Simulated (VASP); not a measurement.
Write the native input for VASP 6.6.1 that does the following.

| Item | Value |
| --- | --- |
| Task | single point |
| Functional | r2SCAN |
| Potentials or basis | VASP PAW PBE potentials, release 64 (Mg, S, Zn) |
| Cutoff | 520 eV |
| k mesh | 6 × 6 × 6 |
| Occupations | gaussian, width 0.01 eV |
| Spin | no spin polarisation |
| Dipole correction | no |
| Further INCAR settings | ALGO = Normal; EDIFF = 1e-06; NBANDS = 31 |

The system is Mg3ZnS4.

```
Mg S Zn
1.0
    -2.85358    2.85358    5.69741
     2.85358   -2.85358    5.69741
     2.85358    2.85358   -5.69741
Mg S Zn
3 4 1
Cartesian
  0.0000 2.8536 2.8487
  0.0000 0.0000 5.6974
  2.8536 0.0000 2.8487
  1.4703 -1.4703 4.3082
  1.4703 1.4703 7.0866
  -1.4703 1.4703 4.3082
  1.3833 1.3833 1.3892
  0.0000 0.0000 0.0000
```

This cell differs from its parent crystal: volume changed by +6%.

One way to write it, as run:

POSCAR

```
Mg3ZnS4
1.0
   -2.8535826295      2.8535826295      5.6974142183
    2.8535826295     -2.8535826295      5.6974142183
    2.8535826295      2.8535826295     -5.6974142183
Mg S Zn
3 4 1
Direct
    0.7500000000      0.2500000000      0.5000000000
    0.5000000000      0.5000000000      0.0000000000
    0.2500000000      0.7500000000      0.5000000000
    0.1204653365      0.6357018830      0.0000000000
    0.8795346635      0.8795346635      0.5152365466
    0.6357018830      0.1204653365      0.0000000000
    0.3642981170      0.3642981170      0.4847634534
    0.0000000000      0.0000000000      0.0000000000
```

INCAR.step1

```
SYSTEM = Mg3ZnS4
PREC = Accurate
ENCUT = 520
ISMEAR = 0
SIGMA = 0.01
LREAL = .FALSE.
LASPH = .TRUE.
NELM = 60
NBANDS = 31
GGA = PE
ALGO = Normal
EDIFF = 1E-4
LWAVE = .TRUE.
LCHARG = .FALSE.
```

INCAR.step2

```
SYSTEM = Mg3ZnS4
PREC = Accurate
ENCUT = 520
EDIFF = 1E-6
ISMEAR = 0
SIGMA = 0.01
LREAL = .FALSE.
LASPH = .TRUE.
NELM = 60
ALGO = Normal
ISIF = 2
LWAVE = .FALSE.
LCHARG = .FALSE.
METAGGA = R2SCAN
LMIXTAU = .TRUE.
NBANDS = 31
ISTART = 1
```

KPOINTS

```
regular mesh
0
G
  6 6 6
  0 0 0
```

Potentials or basis: VASP PAW PBE potentials, release 64 (Mg, S, Zn).

Run with:

```console
$ cat potpaw_PBE.64/Mg/POTCAR potpaw_PBE.64/S/POTCAR potpaw_PBE.64/Zn/POTCAR > POTCAR
$ cp INCAR.step1 INCAR
$ mpirun -np 1 vasp_std > vasp.out
$ cp INCAR.step2 INCAR
$ mpirun -np 1 vasp_std > vasp.out
```

Results of the run:

```
Pressure               : -3.5 GPa
Largest force          : 0.011 eV/Å
Band gap on the k mesh : 3.42 eV, direct
```

Caveat: the PAW data sets were made with another functional, which shifts forces and pressure a little.

Wall time 7.8 min on 1 thread of Intel(R) Xeon(R) 6975P-C (Granite Rapids) (shared host), peak memory 0.54 GiB.
